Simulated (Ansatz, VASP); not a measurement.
## Te: VASP beside Ansatz

INCAR

```
ALGO = Normal ; EDIFF = 1E-6
ENCUT = 520 ; GGA = PE
ISIF = 2 ; ISMEAR = 0
LASPH = True ; LCHARG = False
LREAL = False ; LWAVE = False
NBANDS = 9 ; NELM = 100
PREC = Accurate ; SIGMA = 0.15
```

KPOINTS

```
k-points
0
Gamma
  15 15 15
```

POSCAR

```
Te
1.0
    2.2949240809      1.3249750359      1.8405197806
   -2.2949240809      1.3249750359      1.8405197806
    0.0000000000     -2.6499500717      1.8405197806
Te
1
Direct
    0.5000000000      0.5000000000      0.5000000000
```

Input for Ansatz:

```yaml
crystal:
  lattice:
    - [2.2949240809, 1.3249750359, 1.8405197806]
    - [-2.2949240809, 1.3249750359, 1.8405197806]
    - [0.0, -2.6499500717, 1.8405197806]
  atoms:
    - { symbol: Te, position: [0.5, 0.5, 0.5] }
basis:
  ecutwfc: 420
kpoints:
  mp_grid: { grid: [15, 15, 15] }
hamiltonian:
  xc: pbe
scf:
  occupations: { method: gaussian, width: 0.15 }
output:
  forces: true
  stress: true
  eigenvalues: true
```

Alike in both runs: task single point; functional PBE; k mesh 15 × 15 × 15; occupations gaussian, width 0.15 eV; no spin polarisation.

|  | VASP | Ansatz |
| --- | --- | --- |
| version | VASP 6.6.1 | Ansatz 0.2.0 |
| potentials or method | VASP PAW PBE potentials, release 64 (Te), cutoff 520 eV | scalar-relativistic, plane waves, PAW |
| valence electrons in the cell | 6 | 16 |

|  | VASP | Ansatz | Ansatz less VASP |
| --- | --- | --- | --- |
| gap on the k mesh at the Fermi level (eV) | none | none | - |
| pressure (GPa) | -1.3 | -1.2 | +0.05 |
| traceless stress, the component that is largest in VASP (GPa) | 0.09 | 0.09 | 0.000 |

A gap of «none» marks a metal or a gap that the smearing closes. VASP's potentials hold 6 valence electrons a cell and Ansatz's 16, so a difference there can come from the potentials and not from the codes.

Spin-orbit coupling is off throughout.
